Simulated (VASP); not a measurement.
**C: single point with PBE+D3(BJ)**

Crystal: C.

```xyz
4
Lattice="2.4666 0.0000 0.0000 -1.2333 2.1362 0.0000 0.0000 0.0000 6.9312" Properties=species:S:1:pos:R:3 pbc="T T T"
C     0.0000    0.0000    0.0173
C     0.0000    0.0000    3.4830
C     0.0000    1.4241    0.0173
C     1.2333    0.7121    3.4830
```

* Program: VASP 6.6.1
* Task: single point
* Functional: PBE
* Dispersion: D3(BJ)
* Potentials or basis: VASP PAW PBE potentials, release 64 (C)
* Cutoff: 520 eV
* k mesh: 18 × 18 × 6
* Occupations: gaussian, width 0.1 eV
* Spin: no spin polarisation
* Dipole correction: no
* Further INCAR settings: ALGO = Normal; EDIFF = 1e-06; NBANDS = 16

| Quantity | Value |
| --- | --- |
| Pressure | -0.4 GPa |
| Band gap on the k mesh | zero (bands 8 and 9 overlap by 0.02 eV) |
| Dispersion energy per atom | -0.150 eV |

Stress tensor (GPa, compression positive):
```
-0.10  0.00  0.00
 0.00 -0.10  0.00
 0.00  0.00 -0.88
```

Levels at points of the mesh, in eV from the Fermi level:
| k point | band 4 | band 5 | band 6 | band 7 | band 8 | band 9 | band 10 | band 11 | band 12 | band 13 |
| --- | --- | --- | --- | --- | --- | --- | --- | --- | --- | --- |
| (0.00, 0.00, 0.00) | -6.71 | -3.02 | -3.02 | -3.01 | -3.01 | 4.04 | 8.31 | 8.31 | 8.35 | 8.35 |
| (0.50, 0.00, 0.00) | -13.17 | -6.41 | -6.37 | -2.68 | -2.11 | 1.51 | 2.10 | 7.23 | 7.54 | 11.13 |
| (0.00, 0.00, 0.50) | -7.61 | -3.01 | -3.01 | -3.01 | -3.01 | 6.44 | 6.44 | 8.33 | 8.33 | 8.33 |
| (0.50, 0.00, 0.50) | -13.21 | -6.39 | -6.39 | -2.35 | -2.35 | 1.66 | 1.66 | 7.38 | 7.38 | 12.37 |

Wall time 100 s on 1 thread of Intel Xeon 8259CL (shared host), peak memory 0.19 GiB.
